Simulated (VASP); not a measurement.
# Ti (Im-3m) in VASP: notebook

Runs on Ti. Level: PBEsol. Tasks: single point.

All numbers are computed with VASP 6.6.1; they aren't measurements. Logs are shortened: lines on timing, memory, paths and dates and some standing lists are left out, and cuts for length are marked.

## Step 1: The cell of the first run

Symmetry: Im-3m, No. 229, cubic system. The conventional cell has a = 3.242 Å, b = 3.242 Å, c = 3.242 Å, α = 90.00°, β = 90.00°, γ = 90.00°. Ti (site symmetry m-3m) has 14 Ti at 2.81 to 3.24 Å within 3.7 Å.

## Step 2: Single point, PBEsol (volume scaled by 1.03)

INCAR reads:

```
SYSTEM = Ti
  PREC = Accurate
  ENCUT = 520
  EDIFF = 1E-6
  ISMEAR = 0
  SIGMA = 0.1
  LREAL = .False.
  LASPH = .True.
  NELM = 100
  ALGO = Normal
  ISIF = 2
  LWAVE = .False.
  LCHARG = .False.
  GGA = PS
  NBANDS = 12
```

KPOINTS reads:

```
Automatic mesh
0
Gamma
  18 18 18
  0 0 0
```

POSCAR reads:

```
Ti
1.0
   -1.6210093343      1.6210093343      1.6210093343
    1.6210093343     -1.6210093343      1.6210093343
    1.6210093343      1.6210093343     -1.6210093343
Ti
1
Direct
    0.0000000000      0.0000000000      0.0000000000
```

Potentials or basis: VASP PAW PBE potentials, release 64 (Ti_sv).

Started as:

```
> cat potpaw_PBE.64/Ti_sv/POTCAR > POTCAR
> mpirun -np 1 vasp_std > vasp.out
```

OUTCAR:

```text
SYSTEM = Ti
   PREC = Accurate
   ENCUT = 520
   EDIFF = 1E-6
   ISMEAR = 0
   LREAL = .False.
   LASPH = .True.
   NELM = 100
   ISIF = 2
   GGA = PS

 ion  position               nearest neighbor table
   1  0.000  0.000  0.000-

  LATTYP: Found a body centered cubic cell.
 ALAT       =     3.2420186686

  Lattice vectors:

 A1 = (  -1.6210093343,   1.6210093343,   1.6210093343)
 A2 = (   1.6210093343,  -1.6210093343,   1.6210093343)
 A3 = (   1.6210093343,   1.6210093343,  -1.6210093343)

Analysis of symmetry for initial positions (statically):
=====================================================================
 Subroutine PRICEL returns:
 Original cell was already a primitive cell.

 Routine SETGRP: Setting up the symmetry group for a
 body centered cubic supercell.

 Subroutine GETGRP returns: Found 48 space group operations
 (whereof 48 operations were pure point group operations)
 out of a pool of 48 trial point group operations.

The static configuration has the point symmetry O_h .

Analysis of symmetry for dynamics (positions and initial velocities):
=====================================================================
 Subroutine PRICEL returns:
 Original cell was already a primitive cell.

 Routine SETGRP: Setting up the symmetry group for a
 body centered cubic supercell.

 Subroutine GETGRP returns: Found 48 space group operations
 (whereof 48 operations were pure point group operations)
 out of a pool of 48 trial point group operations.

The dynamic configuration has the point symmetry O_h .

 Subroutine INISYM returns: Found 48 space group operations
 (whereof 48 operations are pure point group operations),
 and found     1 'primitive' translations

----------------------------------------------------------------------------------------

                                     Primitive cell

  volume of cell :      17.0379

  direct lattice vectors                    reciprocal lattice vectors
    -1.621009334  1.621009334  1.621009334     0.000000000  0.308449797  0.308449797
     1.621009334 -1.621009334  1.621009334     0.308449797  0.000000000  0.308449797
     1.621009334  1.621009334 -1.621009334     0.308449797  0.308449797  0.000000000

  length of vectors
     2.807670527  2.807670527  2.807670527     0.436213886  0.436213886  0.436213886

  position of ions in fractional coordinates (direct lattice)
     0.000000000  0.000000000  0.000000000

  ion indices of the primitive-cell ions
   primitive index   ion index
                 1           1

----------------------------------------------------------------------------------------

 KPOINTS: Automatic mesh

Automatic generation of k-mesh.
 Grid dimensions read from file:
 generate k-points for:   18   18   18

 Generating k-lattice:

  Cartesian coordinates                     Fractional coordinates (reciprocal lattice)
     0.000000000  0.017136100  0.017136100     0.055555556  0.000000000  0.000000000
     0.017136100  0.000000000  0.017136100     0.000000000  0.055555556  0.000000000
     0.017136100  0.017136100  0.000000000     0.000000000  0.000000000  0.055555556

  Length of vectors
     0.024234105  0.024234105  0.024234105

  Shift w.r.t. Gamma in fractional coordinates (k-lattice)
     0.000000000  0.000000000  0.000000000

 Subroutine IBZKPT returns following result:
 ===========================================

 Found    195 irreducible k-points:

 Following reciprocal coordinates:
            Coordinates               Weight
  0.000000  0.000000  0.000000      1.000000
  0.055556  0.000000  0.000000     12.000000
  0.111111  0.000000  0.000000     12.000000
  0.166667  0.000000  0.000000     12.000000
  0.222222  0.000000  0.000000     12.000000
  0.277778  0.000000  0.000000     12.000000
[... 16 lines left out ...]
  0.333333  0.111111 -0.000000     48.000000
  0.388889  0.111111  0.000000     48.000000
 [... further k-points ...]
   k-points           NKPTS =    195   k-points in BZ     NKDIM =    195   number of bands    NBANDS=     12
   number of dos      NEDOS =    301   number of ions     NIONS =      1
   total plane-waves  NPLWV =  13824
   dimension x,y,z NGX =    24 NGY =   24 NGZ =   24
   dimension x,y,z NGXF=    48 NGYF=   48 NGZF=   48
   ions per type =               1
   NGX,Y,Z   is equivalent  to a cutoff of  14.21, 14.21, 14.21 a.u.
   NGXF,Y,Z  is equivalent  to a cutoff of  28.42, 28.42, 28.42 a.u.
 SYSTEM =  Ti
   PREC   = accura    normal or accurate (medium, high low for compatibility)
   ISTART =      0    job   : 0-new  1-cont  2-samecut
   ICHARG =      2    charge: 1-file 2-atom 10-const
   ISPIN  =      1    spin polarized calculation?
   LNONCOLLINEAR =      F non collinear calculations
   LSORBIT =      F    spin-orbit coupling
   LASPH  =      T    aspherical Exc in radial PAW
   ENCUT  =  520.0 eV  38.22 Ry    6.18 a.u.   5.22  5.22  5.22*2*pi/ulx,y,z
   NELM   =    100;   NELMIN=  2; NELMDL= -5     # of ELM steps
   EDIFF  = 0.1E-05   stopping-criterion for ELM
   LREAL  =      F    real-space projection
   EDIFFG = 0.1E-04   stopping-criterion for IOM
   NSW    =      0    number of steps for IOM
   IBRION =     -1    ionic relax: 0-MD 1-quasi-New 2-CG
   NFREE  =      0    steps in history (QN), initial steepest desc. (CG)
   ISIF   =      2    stress and relaxation
   ISYM   =      2    0-nonsym 1-usesym 2-fastsym
   POTIM  = 0.5000    time-step for ionic-motion
   TEBEG  =    0.0;   TEEND  =   0.0 temperature during run
   PSTRESS=    0.0 pullay stress
   NELECT =      12.0000    total number of electrons
   NUPDOWN=      -1.0000    fix difference up-down
   EMIN   =  10.00;   EMAX   =-10.00  energy-range for DOS
   EFERMI =   0.00;   METHOD = LEGACY
   ISMEAR =     0;   SIGMA  =   0.10  broadening in eV -4-tet -1-fermi 0-gaus
   EFERMI_NEDOS =   21; number of points for ismear=-14 and -15
   IALGO  =     38    algorithm
   IMIX   =      4    mixing-type and parameters
     AMIX     =   0.40;   BMIX     =  1.00
     AMIX_MAG =   1.60;   BMIX_MAG =  1.00
  volume/ion in A,a.u.               =      17.04       114.98
  Fermi-wavevector in a.u.,A,eV,Ry     =   1.456565  2.752508 28.865852  2.121580
  Thomas-Fermi vector in A             =   2.573468
   LORBIT       =      0    0 simple, 1 ext, 2 COOP (PROOUT), +10 PAW based schemes
   GGA     = PS    functional components
   LHFCALC =     F    Hartree Fock is set to
   AEXX    =    0.0000 exact exchange contribution
   IVDW    =     0    specifies the selected vdW correction
   LEPSILON=     F    determine dielectric tensor
   LRPA    =     F    only Hartree local field effects (RPA)
 non-spin polarized calculation
 Gauss-broadening in eV      SIGMA  =   0.10
  energy-cutoff  :      520.00
  volume of cell :       17.04
 maximum number of plane-waves:       470
 NGX is ok and might be reduce to    24
   NGX = 11   NGY = 11   NGZ = 11

 number of electron      11.9999996 magnetization

 Free energy of the ion-electron system (eV)
  ---------------------------------------------------
  ext. energy  EPLUGINS =         0.00000000
  ---------------------------------------------------
  free energy    TOTEN  =        -8.23530371 eV

  energy without entropy =       -8.22414365  energy(sigma->0) =       -8.22972368

 E-fermi :   8.1554     XC(G=0): -11.7239

 val. band max:        8.1519466486   @ k =   0.2778   0.0556   0.0000
 cond. band min:       8.1586766253   @ k =   0.2778   0.1111   0.0556
 fundamental gap:      0.0067299767
 Fermi energy:         8.1554060487

 k-point     1 :       0.0000    0.0000    0.0000
  band No.  band energies     occupation
      1     -48.1048      2.00000
      2     -24.0318      2.00000
      3     -24.0318      2.00000
      4     -24.0318      2.00000
      5       2.1626      2.00000
      6       9.1562      0.00000
      7       9.1562      0.00000
      8       9.1562      0.00000
      9      10.9709      0.00000
     10      10.9709      0.00000
     11      25.7138      0.00000
     12      25.7138      0.00000

 k-point     2 :       0.0556    0.0000    0.0000
  band No.  band energies     occupation
      1     -48.1005      2.00000
      2     -24.0547      2.00000
      3     -24.0388      2.00000
      4     -24.0320      2.00000
      5       2.2707      2.00000
      6       9.1060      0.00000
      7       9.1430      0.00000
      8       9.2355      0.00000
      9      10.9111      0.00000
     10      10.9737      0.00000
     11      25.5626      0.00000
     12      25.7088      0.00000

 k-point     3 :       0.1111    0.0000    0.0000
  band No.  band energies     occupation
      1     -48.0881      2.00000
      2     -24.1202      2.00000
      3     -24.0589      2.00000
      4     -24.0324      2.00000
      5       2.5870      2.00000
      6       8.9648      0.00000
      7       9.0849      0.00000
      8       9.4690      0.00000
      9      10.7743      0.00000
     10      10.9843      0.00000
     11      25.0701      0.00000
     12      25.6055      0.00000
[... 286 lines left out ...]
 k-point    23 :       0.3333    0.1111   -0.0000
  band No.  band energies     occupation
      1     -47.9719      2.00000
      2     -24.6599      2.00000
      3     -24.2546      2.00000
      4     -24.0666      2.00000
      5       5.7111      2.00000
      6       7.8717      1.99994
      7       8.4312      0.00010
      8      10.8180      0.00000
      9      11.3657      0.00000
     10      12.4272      0.00000
     11      18.5585      0.00000
     12      21.7858      0.00000

 k-point    24 :       0.3889    0.1111    0.0000
  band No.  band energies     occupation
      1     -47.9599      2.00000
      2     -24.7109      2.00000
      3     -24.2787      2.00000
      4     -24.0675      2.00000
      5       5.8791      2.00000
      6       7.7827      2.00000
      7       8.7223      0.00000
      8      10.8889      0.00000
      9      11.4514      0.00000
     10      12.8821      0.00000
     11      17.5000      0.00000
     12      21.4243      0.00000

 [... further k-points ...]
[... 5 lines left out ...]
  --------------------------------------------------------------------------------------
  -------------------------------------------------------------------------------------
  Total       -0.3643297     -0.3643297     -0.3643297     -0.0000000      0.0000000     -0.0000000
  in kB      -34.2601001    -34.2601001    -34.2601001     -0.0000000      0.0000000     -0.0000000
  external PRESSURE =     -34.2601001 kB  Pullay stress =       0.0000000 kB

 VOLUME and BASIS-vectors are now :
 -----------------------------------------------------------------------------
  energy-cutoff  :      520.00
  volume of cell :       17.04
      direct lattice vectors                 reciprocal lattice vectors
    -1.621009334  1.621009334  1.621009334     0.000000000  0.308449797  0.308449797
     1.621009334 -1.621009334  1.621009334     0.308449797  0.000000000  0.308449797
     1.621009334  1.621009334 -1.621009334     0.308449797  0.308449797  0.000000000

 POSITION                                       TOTAL-FORCE (eV/Angst)
 -----------------------------------------------------------------------------------
      0.00000      0.00000      0.00000         0.000000      0.000000     -0.000000
 -----------------------------------------------------------------------------------
    total drift:                                0.000000      0.000000      0.000000

  FREE ENERGIE OF THE ION-ELECTRON SYSTEM (eV)
  ---------------------------------------------------
  free  energy   TOTEN  =        -8.2353037062 eV

  energy  without entropy=       -8.2241436517  energy(sigma->0) =       -8.22972368
```

Wall time 23 s (1 thread of Intel Xeon 6975P-C, shared host); peak memory 0.17 GiB.

Results:

```
Free energy            : -8.2353 eV
Pressure               : -3.4 GPa
Band gap on the k mesh : zero (band 6 reaches 9.16 eV, above the bottom of band 7 at 7.56 eV)
```

Levels at points of the mesh, in eV from the Fermi level:
```
           k point  band 4  band 5  band 6  band 7  band 8  band 9
(0.00, 0.00, 0.00)  -32.19   -5.99    1.00    1.00    1.00    2.82
(0.50, 0.00, 0.00)  -32.19   -2.51   -0.42    1.21    2.80    3.17
(0.50, 0.50, 0.50)  -32.68   -2.17   -2.17    4.03    4.03    4.03
```

Caveat: the cell differs from its parent crystal (volume scaled by 1.03); the PAW data sets were made with another functional, which shifts forces and pressure a little.

## Step 3: Single point, PBEsol (volume scaled by 1.06)

INCAR reads:

```
SYSTEM = Ti
PREC = Accurate
ENCUT = 520
EDIFF = 1E-7
ISMEAR = 0
SIGMA = 0.1
LREAL = .False.
LASPH = .True.
NELM = 100
ALGO = Normal
ISIF = 2
LWAVE = .False.
LCHARG = .False.
GGA = PS
NBANDS = 12
```

KPOINTS is that of step 2.

POSCAR reads:

```
Ti
1.0
   -1.6365969187      1.6365969187      1.6365969187
    1.6365969187     -1.6365969187      1.6365969187
    1.6365969187      1.6365969187     -1.6365969187
Ti
1
Direct
    0.0000000000      0.0000000000      0.0000000000
```

Potentials or basis: VASP PAW PBE potentials, release 64 (Ti_sv).

Started as:

```
> cat potpaw_PBE.64/Ti_sv/POTCAR > POTCAR
> mpirun -np 1 vasp_std > vasp.out
```

It took 28 s on 1 thread of Intel Xeon 6975P-C, shared host; peak memory 0.16 GiB.

The run converged. Its results:

| Quantity | Value |
| --- | --- |
| Free energy | -8.2205 eV |
| Pressure | -6.2 GPa |
| Band gap on the k mesh | zero (band 6 reaches 8.83 eV, above the bottom of band 7 at 7.26 eV) |

Levels at points of the mesh, in eV from the Fermi level:
| k point | band 2 | band 3 | band 4 | band 5 | band 6 | band 7 | band 8 | band 9 | band 10 | band 11 |
| --- | --- | --- | --- | --- | --- | --- | --- | --- | --- | --- |
| (0.00, 0.00, 0.00) | -32.28 | -32.28 | -32.28 | -5.93 | 0.97 | 0.97 | 0.97 | 2.73 | 2.73 | 17.35 |
| (0.50, 0.00, 0.00) | -32.94 | -32.49 | -32.28 | -2.44 | -0.39 | 1.12 | 2.71 | 3.06 | 4.24 | 8.67 |
| (0.50, 0.50, 0.50) | -32.73 | -32.73 | -32.73 | -2.07 | -2.07 | 3.89 | 3.89 | 3.89 | 8.28 | 8.28 |

Caveat: the cell differs from its parent crystal (volume scaled by 1.06); the PAW data sets were made with another functional, which shifts forces and pressure a little.

## Step 4: Single point, PBEsol

This run uses another cell than the first one, of 17.68 Å³/atom, 1.037 times its volume.

INCAR reads:

```
SYSTEM = Ti
PREC = Accurate
ENCUT = 520
EDIFF = 1E-7
ISMEAR = 0
SIGMA = 0.1
LREAL = .FALSE.
LASPH = .TRUE.
NELM = 80
ALGO = Fast
ISIF = 2
LWAVE = .FALSE.
LCHARG = .FALSE.
GGA = PS
NBANDS = 12
```

KPOINTS reads:

```
Automatic mesh
0
G
  18 18 18
  0 0 0
```

POSCAR reads:

```
Ti
1.0
   -1.6410000000      1.6410000000      1.6410000000
    1.6410000000     -1.6410000000      1.6410000000
    1.6410000000      1.6410000000     -1.6410000000
Ti
1
Direct
    0.0000000000      0.0000000000      0.0000000000
```

Potentials or basis: VASP PAW PBE potentials, release 64 (Ti_sv).

Started as:

```
> cat potpaw_PBE.64/Ti_sv/POTCAR > POTCAR
> mpirun -np 1 vasp_std > vasp.out
```

OUTCAR:

```text
SYSTEM = Ti
   PREC = Accurate
   ENCUT = 520
   EDIFF = 1E-7
   ISMEAR = 0
   LREAL = .FALSE.
   LASPH = .TRUE.
   NELM = 80
   ISIF = 2
   GGA = PS

 ion  position               nearest neighbor table
   1  0.000  0.000  0.000-

  LATTYP: Found a body centered cubic cell.
 ALAT       =     3.2820000000

  Lattice vectors:

 A1 = (  -1.6410000000,   1.6410000000,   1.6410000000)
 A2 = (   1.6410000000,  -1.6410000000,   1.6410000000)
 A3 = (   1.6410000000,   1.6410000000,  -1.6410000000)
[... 540 lines left out ...]
     12      20.7258      0.00000

 [... further k-points ...]

------------------------ aborting loop because EDIFF is reached ----------------------------------------

  FORCE on cell =-STRESS in cart. coord.  units (eV):
  Direction    XX          YY          ZZ          XY          YZ          ZX
  --------------------------------------------------------------------------------------
  -------------------------------------------------------------------------------------
  Total       -0.7604277     -0.7604277     -0.7604277      0.0000000      0.0000000      0.0000000
  in kB      -68.9259513    -68.9259513    -68.9259513      0.0000000      0.0000000      0.0000000
  external PRESSURE =     -68.9259513 kB  Pullay stress =       0.0000000 kB

 VOLUME and BASIS-vectors are now :
 -----------------------------------------------------------------------------
  energy-cutoff  :      520.00
  volume of cell :       17.68
      direct lattice vectors                 reciprocal lattice vectors
    -1.641000000  1.641000000  1.641000000     0.000000000  0.304692261  0.304692261
     1.641000000 -1.641000000  1.641000000     0.304692261  0.000000000  0.304692261
     1.641000000  1.641000000 -1.641000000     0.304692261  0.304692261  0.000000000

 POSITION                                       TOTAL-FORCE (eV/Angst)
 -----------------------------------------------------------------------------------
      0.00000      0.00000      0.00000        -0.000000      0.000000     -0.000000
 -----------------------------------------------------------------------------------
    total drift:                               -0.000000      0.000000      0.000000

  FREE ENERGIE OF THE ION-ELECTRON SYSTEM (eV)
  ---------------------------------------------------
  free  energy   TOTEN  =        -8.2147636585 eV

  energy  without entropy=       -8.2033868538  energy(sigma->0) =       -8.20907526
```

It took 70 s on 1 thread of Intel Xeon 6975P-C, shared host; peak memory 0.16 GiB.

What came out:

```yaml
Free_energy: -8.2148 eV
Pressure: -6.9 GPa
Band_gap_on_the_k_mesh: zero (band 6 reaches 8.74 eV, above the bottom of band 7 at 7.18 eV)
```

Caveat: the PAW data sets were made with another functional, which shifts forces and pressure a little.

## Step 5: Single point, PBEsol (volume scaled by 1.10)

INCAR reads:

```
PREC = Accurate ; ENCUT = 520
EDIFF = 1E-7 ; ISMEAR = 0
SIGMA = 0.1 ; LREAL = False
LASPH = True ; NELM = 100
ALGO = Fast ; ISIF = 2
LWAVE = False ; LCHARG = True
GGA = PS ; LELF = True
LVHAR = True ; NBANDS = 12
```

KPOINTS reads:

```
Automatic mesh
0
Gamma
  18 18 18
```

POSCAR reads:

```
Ti
1.0
   -1.6569293943      1.6569293943      1.6569293943
    1.6569293943     -1.6569293943      1.6569293943
    1.6569293943      1.6569293943     -1.6569293943
Ti
1
Direct
    0.0000000000      0.0000000000      0.0000000000
```

Started as:

```
> cat potpaw_PBE.64/Ti_sv/POTCAR > POTCAR
> mpirun -np 1 vasp_std > vasp.out
```

It took 61 s on 1 thread of Intel Xeon 6975P-C, shared host; peak memory 0.17 GiB.

It converged, with:

```
Free energy            : -8.1885 eV
Pressure               : -9.4 GPa
Band gap on the k mesh : zero (band 6 reaches 8.43 eV, above the bottom of band 7 at 6.89 eV)
```

Levels at points of the mesh, in eV from the Fermi level:
```csv
k point,band 4,band 5,band 6,band 7,band 8,band 9
"(0.00, 0.00, 0.00)",-32.39,-5.85,0.94,0.94,0.94,2.61
"(0.50, 0.00, 0.00)",-32.40,-2.35,-0.36,1.02,2.59,2.92
"(0.50, 0.50, 0.50)",-32.80,-1.95,-1.95,3.71,3.71,3.71
```

Caveat: the cell differs from its parent crystal (volume scaled by 1.10); the PAW data sets were made with another functional, which shifts forces and pressure a little.

(Continued in part 2 of 2.)
